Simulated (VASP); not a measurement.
# GaH6 (Pm-3m) in VASP: a series of runs, part 2 of 2

VASP 6.6.1. Earlier steps stand in the parts before.

## (4) Relaxation of cell and atoms, PBE

This run uses another cell than the first one, of 15.71 Å³/atom, 1.734 times its volume.

Input file INCAR:

```
SYSTEM = GaH6
  ALGO = Normal
  EDIFF = 1E-6
  EDIFFG = -0.01
  ENCUT = 600
  GGA = PE
  IBRION = 2
  ISIF = 3
  ISMEAR = 0
  LASPH = .True.
  LCHARG = .False.
  LREAL = .False.
  LWAVE = .False.
  NELM = 80
  NSW = 100
  PREC = Accurate
  SIGMA = 0.1
```

Input file KPOINTS:

```
k-points
0
Gamma
  8 8 8
  0 0 0
```

Input file POSCAR:

```
GaH6
1.0
    4.7911923380      0.0000000000      0.0000000000
    0.0000000000      4.7911923380      0.0000000000
    0.0000000000      0.0000000000      4.7911923380
Ga H
1 6
Direct
    0.0000000000      0.0000000000      0.0000000000
    0.5000000000      0.5000000000      0.0785177089
    0.5000000000      0.5000000000      0.9214822911
    0.0785177089      0.5000000000      0.5000000000
    0.9214822911      0.5000000000      0.5000000000
    0.5000000000      0.0785177089      0.5000000000
    0.5000000000      0.9214822911      0.5000000000
```

Potentials or basis: VASP PAW PBE potentials, release 64 (Ga_d, H).

Launch:

```bash
cat potpaw_PBE.64/Ga_d/POTCAR potpaw_PBE.64/H/POTCAR > POTCAR
mpirun -np 1 vasp_std > vasp.out
```

OUTCAR:

```text
SYSTEM = GaH6
   EDIFF = 1E-6
   EDIFFG = -0.01
   ENCUT = 600
   GGA = PE
   IBRION = 2
   ISIF = 3
   ISMEAR = 0
   LASPH = .True.
   LREAL = .False.
   NELM = 80
   NSW = 100
   PREC = Accurate

 ion  position               nearest neighbor table
   1  0.000  0.000  0.000-
   2  0.500  0.500  0.079-   3 0.75
   3  0.500  0.500  0.921-   2 0.75
   4  0.079  0.500  0.500-   5 0.75
   5  0.921  0.500  0.500-   4 0.75
   6  0.500  0.079  0.500-   7 0.75
   7  0.500  0.921  0.500-   6 0.75

  LATTYP: Found a simple cubic cell.
 ALAT       =     4.7911923380

  Lattice vectors:

 A1 = (   4.7911923380,   0.0000000000,   0.0000000000)
 A2 = (   0.0000000000,   4.7911923380,   0.0000000000)
 A3 = (   0.0000000000,   0.0000000000,   4.7911923380)

Analysis of symmetry for initial positions (statically):
=====================================================================
 Subroutine PRICEL returns:
 Original cell was already a primitive cell.

 Routine SETGRP: Setting up the symmetry group for a
 simple cubic supercell.

 Subroutine GETGRP returns: Found 48 space group operations
 (whereof 48 operations were pure point group operations)
 out of a pool of 48 trial point group operations.

The static configuration has the point symmetry O_h .

Analysis of symmetry for dynamics (positions and initial velocities):
=====================================================================
 Subroutine PRICEL returns:
 Original cell was already a primitive cell.

 Routine SETGRP: Setting up the symmetry group for a
 simple cubic supercell.

 Subroutine GETGRP returns: Found 48 space group operations
 (whereof 48 operations were pure point group operations)
 out of a pool of 48 trial point group operations.

The dynamic configuration has the point symmetry O_h .

 Subroutine INISYM returns: Found 48 space group operations
[... 139 lines left out ...]
 non-spin polarized calculation
 Gauss-broadening in eV      SIGMA  =   0.10
  energy-cutoff  :      600.00
  volume of cell :      109.98
 maximum number of plane-waves:      3743
 NGX is ok and might be reduce to    40
   NGX = 19   NGY = 19   NGZ = 19

--------------------------------------- Ionic step        1  -------------------------------------------

 number of electron      19.0000013 magnetization

 Free energy of the ion-electron system (eV)
  ---------------------------------------------------
  ext. energy  EPLUGINS =         0.00000000
  ---------------------------------------------------
  free energy    TOTEN  =       -20.80865270 eV

  energy without entropy =      -20.79057603  energy(sigma->0) =      -20.79961436

------------------------ aborting loop because EDIFF is reached ----------------------------------------

  FORCE on cell =-STRESS in cart. coord.  units (eV):
  Direction    XX          YY          ZZ          XY          YZ          ZX
  --------------------------------------------------------------------------------------
  -------------------------------------------------------------------------------------
  Total       -0.0332963     -0.0332963     -0.0332963      0.0000000      0.0000000     -0.0000000
  in kB       -0.4850375     -0.4850375     -0.4850375      0.0000000      0.0000000     -0.0000000
  external PRESSURE =      -0.4850375 kB  Pullay stress =       0.0000000 kB
[... 69 lines left out ...]
--------------------------------------- Ionic step        3  -------------------------------------------

 number of electron      19.0000013 magnetization

 Free energy of the ion-electron system (eV)
  ---------------------------------------------------
  ext. energy  EPLUGINS =         0.00000000
  ---------------------------------------------------
  free energy    TOTEN  =       -20.80869678 eV

  energy without entropy =      -20.79062244  energy(sigma->0) =      -20.79965961

 E-fermi :   0.2393     XC(G=0):  -6.3052

 val. band max:        0.2380214957   @ k =   0.5000   0.3750   0.1250
 cond. band min:       0.2408620280   @ k =   0.3750   0.2500   0.2500
 fundamental gap:      0.0028405323
 Fermi energy:         0.2393340742

 k-point     1 :       0.0000    0.0000    0.0000
  band No.  band energies     occupation
      1     -16.0261      2.00000
      2     -16.0261      2.00000
      3     -16.0244      2.00000
      4     -16.0244      2.00000
      5     -16.0244      2.00000
      6      -9.1994      2.00000
      7      -7.4898      2.00000
      8      -7.4898      2.00000
      9      -5.3056      2.00000
     10       0.7182      0.00000
     11       0.7182      0.00000
     12       0.7182      0.00000
     13       5.0308      0.00000
[... 354 lines left out ...]
  band No.  band energies     occupation
      1     -16.0262      2.00000
      2     -16.0252      2.00000
      3     -16.0251      2.00000
      4     -16.0242      2.00000
      5     -16.0222      2.00000
      6      -8.1507      2.00000
      7      -7.9975      2.00000
      8      -7.7751      2.00000
      9      -5.7528      2.00000
     10       0.2380      1.01481
     11       0.2720      0.64384
     12       1.2825      0.00000
     13       1.6388      0.00000

 [... further k-points ...]
[... 5 lines left out ...]
  --------------------------------------------------------------------------------------
  -------------------------------------------------------------------------------------
  Total       -0.0236750     -0.0236750     -0.0236750      0.0000000     -0.0000000      0.0000000
  in kB       -0.3449532     -0.3449532     -0.3449532      0.0000000     -0.0000000      0.0000000
  external PRESSURE =      -0.3449532 kB  Pullay stress =       0.0000000 kB
[... 22 lines left out ...]
  FREE ENERGIE OF THE ION-ELECTRON SYSTEM (eV)
  ---------------------------------------------------
  free  energy   TOTEN  =       -20.8086967774 eV

  energy  without entropy=      -20.7906224354  energy(sigma->0) =      -20.79965961

 reached required accuracy - stopping structural energy minimisation
```

OSZICAR:

```text
N       E                     dE             d eps       ncg     rms          rms(c)
DAV:   1     0.748430648492E+02    0.74843E+02   -0.93126E+03   926   0.154E+03
DAV:   2    -0.142580931633E+02   -0.89101E+02   -0.87469E+02  1010   0.304E+02
DAV:   3    -0.224543004420E+02   -0.81962E+01   -0.81434E+01  1075   0.848E+01
DAV:   4    -0.226323200788E+02   -0.17802E+00   -0.17737E+00  1100   0.136E+01
[... 16 lines left out ...]
       N       E                     dE             d eps       ncg     rms          rms(c)
DAV:   1    -0.208087451967E+02   -0.29446E-03   -0.39031E-03   945   0.628E-01    0.430E-02
DAV:   2    -0.208087082291E+02    0.36968E-04   -0.11864E-04   996   0.140E-01    0.217E-02
DAV:   3    -0.208086974117E+02    0.10817E-04   -0.28073E-05   985   0.591E-02    0.334E-03
DAV:   4    -0.208086967774E+02    0.63433E-06   -0.25262E-06   716   0.208E-02
   3 F= -.20808697E+02 E0= -.20799660E+02  d E =-.440811E-04
```

CONTCAR:

```text
GaH6
   1.00000000000000
     4.7908610016795938   -0.0000000000000000   -0.0000000000000000
     0.0000000000000000    4.7908610016795938    0.0000000000000000
    -0.0000000000000000    0.0000000000000000    4.7908610016795938
  Ga              H
     1     6
Direct
     1.0000000000000000    0.0000000000000000    0.0000000000000000
     0.5000000000000000    0.5000000000000000    0.0784252013186883
     0.5000000000000000    0.5000000000000000    0.9215747986813116
     0.0784252013186883    0.5000000000000000    0.5000000000000000
     0.9215747986813116    0.5000000000000000    0.5000000000000000
     0.5000000000000000    0.0784252013186883    0.5000000000000000
     0.5000000000000000    0.9215747986813116    0.5000000000000000

  0.00000000E+00  0.00000000E+00  0.00000000E+00
  0.00000000E+00  0.00000000E+00  0.00000000E+00
  0.00000000E+00  0.00000000E+00  0.00000000E+00
  0.00000000E+00  0.00000000E+00  0.00000000E+00
  0.00000000E+00  0.00000000E+00  0.00000000E+00
  0.00000000E+00  0.00000000E+00  0.00000000E+00
  0.00000000E+00  0.00000000E+00  0.00000000E+00
```

Run time: 78 s. Hardware: 1 thread of Intel Xeon Platinum 8259CL at 2.50GHz (Skylake/Cascade Lake), shared host; peak memory 0.28 GiB.

What came out:

- Free energy: -20.8087 eV
- Relaxed volume: 15.71 Å³/atom
- Relaxed cell: a = 4.791 Å, b = 4.791 Å, c = 4.791 Å, α = 90.00°, β = 90.00°, γ = 90.00°
- Space group after relaxing (to 0.05 Å): Pm-3m (No. 221)
- Energy gained by relaxing: 0.0 meV/atom
- Ionic steps: 3
- Pressure after relaxing: 0.0 GPa

Final structure:
```xyz
7
Lattice="4.7909 0.0000 0.0000 0.0000 4.7909 0.0000 0.0000 0.0000 4.7909" Properties=species:S:1:pos:R:3 pbc="T T T"
Ga    4.7909    0.0000    0.0000
H     2.3954    2.3954    0.3757
H     2.3954    2.3954    4.4151
H     0.3757    2.3954    2.3954
H     4.4151    2.3954    2.3954
H     2.3954    0.3757    2.3954
H     2.3954    4.4151    2.3954
```

## (5) Overview

```csv
task,cell,k mesh,cutoff (eV),gap on the mesh (eV),pressure (GPa),relaxed volume (Å³/atom),largest force (eV/Å)
relaxation of cell and atoms,"relaxed from a = 3.988 Å, 7 atoms",4 × 4 × 4,600,-,0.0,13.66,0.02
single point,"a = 4.793 Å, 7 atoms",8 × 8 × 8,520,none,-0.1,-,0.01
relaxation of cell and atoms,"relaxed from a = 4.791 Å, 7 atoms",8 × 8 × 8,600,none,0.0,15.71,-
```

Alike in all rows: level PBE; potentials or basis VASP PAW PBE potentials, release 64 (Ga_d, H); no spin polarisation; smearing gaussian 0.1 eV.

Caveats: some runs use coarse meshes; the volume moved by over 15 % at a fixed basis, so the end points are rough (some runs); the bands computed are all filled at some k points, so no gap is given (some runs).

Absolute energies hang on the potentials; compare differences alone.
